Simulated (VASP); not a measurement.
# Ta (Im-3m) in VASP: notebook

Ta is run at these levels: PBE, LDA, RPBE, BLYP+D4; tasks: relaxation of cell and atoms, single point.

Everything below comes from runs of VASP 6.6.1. Logs are shortened: lines on timing, memory, paths and dates and some standing lists are left out, and cuts for length are marked.

### 1 The cell of the first run

It takes space group Im-3m (No. 229, cubic). The conventional cell has a = 3.303 Å, b = 3.303 Å, c = 3.303 Å, α = 90.00°, β = 90.00°, γ = 90.00°. Within 3.8 Å of Ta (site symmetry m-3m) lie 14 Ta at 2.86 to 3.30 Å.

### 2 Relaxation of cell and atoms, PBE, target pressure 10 GPa, at which the enthalpy is minimised

INCAR

```
SYSTEM = Ta
PREC = Accurate ; ENCUT = 600
EDIFF = 1E-6 ; ISMEAR = -1
SIGMA = 0.05 ; LREAL = .False.
LASPH = .True. ; NELM = 80
ALGO = Normal ; ISIF = 3
LWAVE = .False. ; LCHARG = .False.
GGA = PE ; IBRION = 2
NSW = 60 ; EDIFFG = -0.01
PSTRESS = 100.0
```

KPOINTS

```
Automatic mesh
0
Gamma
  11 11 11
  0 0 0
```

POSCAR

```
Ta
1.0
   -1.6512800000      1.6512800000      1.6512800000
    1.6512800000     -1.6512800000      1.6512800000
    1.6512800000      1.6512800000     -1.6512800000
Ta
1
Direct
    0.0000000000      0.0000000000      0.0000000000
```

Potentials or basis: VASP PAW PBE potentials, release 64 (Ta_pv).

On the command line:

```console
$ cat potpaw_PBE.64/Ta_pv/POTCAR > POTCAR
$ mpirun -np 1 vasp_std > vasp.out
```

OUTCAR:

```text
SYSTEM = Ta
   PREC = Accurate
   ENCUT = 600
   EDIFF = 1E-6
   ISMEAR = -1
   LREAL = .False.
   LASPH = .True.
   NELM = 80
   ISIF = 3
   GGA = PE
   IBRION = 2
   NSW = 60
   EDIFFG = -0.01
   PSTRESS = 100.0

 ion  position               nearest neighbor table
   1  0.000  0.000  0.000-

  LATTYP: Found a body centered cubic cell.
 ALAT       =     3.3025600000

  Lattice vectors:

 A1 = (  -1.6512800000,   1.6512800000,   1.6512800000)
 A2 = (   1.6512800000,  -1.6512800000,   1.6512800000)
 A3 = (   1.6512800000,   1.6512800000,  -1.6512800000)

Analysis of symmetry for initial positions (statically):
=====================================================================
 Subroutine PRICEL returns:
 Original cell was already a primitive cell.

 Routine SETGRP: Setting up the symmetry group for a
 body centered cubic supercell.

 Subroutine GETGRP returns: Found 48 space group operations
 (whereof 48 operations were pure point group operations)
 out of a pool of 48 trial point group operations.

The static configuration has the point symmetry O_h .

Analysis of symmetry for dynamics (positions and initial velocities):
=====================================================================
 Subroutine PRICEL returns:
 Original cell was already a primitive cell.

 Routine SETGRP: Setting up the symmetry group for a
 body centered cubic supercell.

 Subroutine GETGRP returns: Found 48 space group operations
 (whereof 48 operations were pure point group operations)
 out of a pool of 48 trial point group operations.

The dynamic configuration has the point symmetry O_h .

 Subroutine INISYM returns: Found 48 space group operations
 (whereof 48 operations are pure point group operations),
 and found     1 'primitive' translations

----------------------------------------------------------------------------------------

                                     Primitive cell

  volume of cell :      18.0104

  direct lattice vectors                    reciprocal lattice vectors
    -1.651280000  1.651280000  1.651280000     0.000000000  0.302795407  0.302795407
     1.651280000 -1.651280000  1.651280000     0.302795407  0.000000000  0.302795407
     1.651280000  1.651280000 -1.651280000     0.302795407  0.302795407  0.000000000

  length of vectors
     2.860100858  2.860100858  2.860100858     0.428217371  0.428217371  0.428217371

  position of ions in fractional coordinates (direct lattice)
     0.000000000  0.000000000  0.000000000

  ion indices of the primitive-cell ions
   primitive index   ion index
                 1           1

----------------------------------------------------------------------------------------

 KPOINTS: Automatic mesh

Automatic generation of k-mesh.
 Grid dimensions read from file:
 generate k-points for:   11   11   11

 Generating k-lattice:

  Cartesian coordinates                     Fractional coordinates (reciprocal lattice)
     0.000000000  0.027526855  0.027526855     0.090909091  0.000000000  0.000000000
     0.027526855  0.000000000  0.027526855     0.000000000  0.090909091  0.000000000
     0.027526855  0.027526855  0.000000000     0.000000000  0.000000000  0.090909091

  Length of vectors
     0.038928852  0.038928852  0.038928852

  Shift w.r.t. Gamma in fractional coordinates (k-lattice)
     0.000000000  0.000000000  0.000000000

 Subroutine IBZKPT returns following result:
 ===========================================

 Found     56 irreducible k-points:

 Following reciprocal coordinates:
            Coordinates               Weight
  0.000000  0.000000  0.000000      1.000000
  0.090909  0.000000  0.000000     12.000000
  0.181818  0.000000  0.000000     12.000000
  0.272727  0.000000  0.000000     12.000000
  0.363636  0.000000  0.000000     12.000000
  0.454545  0.000000  0.000000     12.000000
[... 16 lines left out ...]
  0.272727  0.181818  0.090909     48.000000
  0.363636  0.181818  0.090909     24.000000
 [... further k-points ...]
   k-points           NKPTS =     56   k-points in BZ     NKDIM =     56   number of bands    NBANDS=      9
   number of dos      NEDOS =    301   number of ions     NIONS =      1
   total plane-waves  NPLWV =  13824
   dimension x,y,z NGX =    24 NGY =   24 NGZ =   24
   dimension x,y,z NGXF=    48 NGYF=   48 NGZF=   48
   ions per type =               1
   NGX,Y,Z   is equivalent  to a cutoff of  13.95, 13.95, 13.95 a.u.
   NGXF,Y,Z  is equivalent  to a cutoff of  27.90, 27.90, 27.90 a.u.
 SYSTEM =  Ta
   PREC   = accura    normal or accurate (medium, high low for compatibility)
   ISTART =      0    job   : 0-new  1-cont  2-samecut
   ICHARG =      2    charge: 1-file 2-atom 10-const
   ISPIN  =      1    spin polarized calculation?
   LNONCOLLINEAR =      F non collinear calculations
   LSORBIT =      F    spin-orbit coupling
   LASPH  =      T    aspherical Exc in radial PAW
   ENCUT  =  600.0 eV  44.10 Ry    6.64 a.u.   5.71  5.71  5.71*2*pi/ulx,y,z
   NELM   =     80;   NELMIN=  2; NELMDL= -5     # of ELM steps
   EDIFF  = 0.1E-05   stopping-criterion for ELM
   LREAL  =      F    real-space projection
   EDIFFG = -.1E-01   stopping-criterion for IOM
   NSW    =     60    number of steps for IOM
   IBRION =      2    ionic relax: 0-MD 1-quasi-New 2-CG
   NFREE  =      1    steps in history (QN), initial steepest desc. (CG)
   ISIF   =      3    stress and relaxation
   ISYM   =      2    0-nonsym 1-usesym 2-fastsym
   POTIM  = 0.5000    time-step for ionic-motion
   TEBEG  =    0.0;   TEEND  =   0.0 temperature during run
   PSTRESS=  100.0 pullay stress
   NELECT =      11.0000    total number of electrons
   NUPDOWN=      -1.0000    fix difference up-down
   EMIN   =  10.00;   EMAX   =-10.00  energy-range for DOS
   EFERMI =   0.00;   METHOD = LEGACY
   ISMEAR =    -1;   SIGMA  =   0.05  broadening in eV -4-tet -1-fermi 0-gaus
   EFERMI_NEDOS =   21; number of points for ismear=-14 and -15
   IALGO  =     38    algorithm
   IMIX   =      4    mixing-type and parameters
     AMIX     =   0.40;   BMIX     =  1.00
     AMIX_MAG =   1.60;   BMIX_MAG =  1.00
  volume/ion in A,a.u.               =      18.01       121.54
  Fermi-wavevector in a.u.,A,eV,Ry     =   1.388988  2.624806 26.249534  1.929286
  Thomas-Fermi vector in A             =   2.513061
   LORBIT       =      0    0 simple, 1 ext, 2 COOP (PROOUT), +10 PAW based schemes
   GGA     = PE    functional components
   LHFCALC =     F    Hartree Fock is set to
   AEXX    =    0.0000 exact exchange contribution
   IVDW    =     0    specifies the selected vdW correction
   LEPSILON=     F    determine dielectric tensor
   LRPA    =     F    only Hartree local field effects (RPA)
 conjugate gradient relaxation of ions
 non-spin polarized calculation
  energy-cutoff  :      600.00
  volume of cell :       18.01
 maximum number of plane-waves:       615
   NGX = 11   NGY = 11   NGZ = 11

--------------------------------------- Ionic step        1  -------------------------------------------

 number of electron      11.0000002 magnetization

 Free energy of the ion-electron system (eV)
  ---------------------------------------------------
  ext. energy  EPLUGINS =         0.00000000
  ---------------------------------------------------
  free energy    TOTEN  =       -11.81880240 eV

  energy without entropy =      -11.81046964  energy(sigma->0) =      -11.81463602

------------------------ aborting loop because EDIFF is reached ----------------------------------------

  FORCE on cell =-STRESS in cart. coord.  units (eV):
  Direction    XX          YY          ZZ          XY          YZ          ZX
  --------------------------------------------------------------------------------------
  -------------------------------------------------------------------------------------
  Total        0.3074665      0.3074665      0.3074665      0.0000000     -0.0000000      0.0000000
  in kB       27.3518164     27.3518164     27.3518164      0.0000000     -0.0000000      0.0000000
  external PRESSURE =     -72.6481836 kB  Pullay stress =     100.0000000 kB
[... 96 lines left out ...]
  enthalpy is  TOTEN    =       -10.7081900163 eV   P V=        1.0893726457

--------------------------------------- Ionic step        4  -------------------------------------------

 number of electron      11.0000001 magnetization

 Free energy of the ion-electron system (eV)
  ---------------------------------------------------
  ext. energy  EPLUGINS =         0.00000000
  ---------------------------------------------------
  free energy    TOTEN  =       -11.79636213 eV

  energy without entropy =      -11.78965449  energy(sigma->0) =      -11.79300831

 E-fermi :   5.7542     XC(G=0): -12.7851

 val. band max:        5.6531061344   @ k =  -0.4545  -0.4545   0.1818
 cond. band min:       5.8423427484   @ k =   0.3636   0.1818   0.0909
 fundamental gap:      0.1892366140
 Fermi energy:         5.7542462005

 k-point     1 :       0.0000    0.0000    0.0000
  band No.  band energies     occupation
      1     -27.1853      2.00000
      2     -27.1853      2.00000
      3     -27.1853      2.00000
      4      -2.2867      2.00000
      5       6.4885      0.00000
      6       6.4885      0.00000
      7       6.4885      0.00000
      8       9.8782      0.00000
      9       9.8782      0.00000
[... 265 lines left out ...]
 k-point    24 :       0.3636    0.1818    0.0909
  band No.  band energies     occupation
      1     -28.2628      2.00000
      2     -27.7799      2.00000
      3     -27.4012      2.00000
      4       2.8379      2.00000
      5       4.0989      2.00000
      6       5.8423      0.29310
      7      10.3464      0.00000
      8      10.9463      0.00000
      9      15.2726      0.00000

 [... further k-points ...]
[... 5 lines left out ...]
  --------------------------------------------------------------------------------------
  -------------------------------------------------------------------------------------
  Total        1.0857070      1.0857070      1.0857070      0.0000000      0.0000000      0.0000000
  in kB       99.7753362     99.7753362     99.7753362      0.0000000      0.0000000      0.0000000
  external PRESSURE =      -0.2246638 kB  Pullay stress =     100.0000000 kB
[... 16 lines left out ...]
  FREE ENERGIE OF THE ION-ELECTRON SYSTEM (eV)
  ---------------------------------------------------
  free  energy   TOTEN  =       -11.7963621263 eV

  energy  without entropy=      -11.7896544854  energy(sigma->0) =      -11.79300831

  enthalpy is  TOTEN    =       -10.7082104794 eV   P V=        1.0881516469

 reached required accuracy - stopping structural energy minimisation
```

Wall time 16 s (1 thread of Intel Xeon Platinum 8375C at 2.90GHz (Ice Lake), shared host); peak memory 0.15 GiB.

What came out:

```
Free energy                                            : -11.7964 eV
Relaxed volume                                         : 17.43 Å³/atom
Relaxed cell                                           : a = 2.829 Å, b = 2.829 Å, c = 2.829 Å, α = 109.47°, β = 109.47°, γ = 109.47°
Space group after relaxing (to 0.05 Å)                 : Im-3m (No. 229)
Energy change on relaxing (the enthalpy is what falls) : +22.4 meV/atom
Ionic steps                                            : 4
Pressure after relaxing                                : 10.0 GPa
```

Step by step:
| step | energy change (eV) | largest force (eV/Å) | pressure (GPa) | volume (Å³) |
| --- | --- | --- | --- | --- |
| 1 | 0.0000 | 0.0000 | 2.74 | 18.01 |
| 2 | 0.2215 | 0.0000 | 35.20 | 15.96 |
| 3 | 0.0212 | 0.0000 | 9.70 | 17.45 |
| 4 | 0.0224 | 0.0000 | 9.98 | 17.43 |

Final structure:
```
Ta
1.0
    -1.63348    1.63348    1.63348
     1.63348   -1.63348    1.63348
     1.63348    1.63348   -1.63348
Ta
1
Cartesian
  0.0000 0.0000 0.0000
```

Levels at points of the mesh, in eV from the Fermi level:
```
           k point  band 2  band 3  band 4  band 5  band 6  band 7  band 8  band 9
(0.00, 0.00, 0.00)  -32.94  -32.94   -8.04    0.73    0.73    0.73    4.12    4.12
```

Caveat: the cell is relaxed towards a set pressure, so the enthalpy falls and the energy may rise; spin-orbit coupling is left out, which moves the levels of the heavy elements.

[end of part 1 of 3]
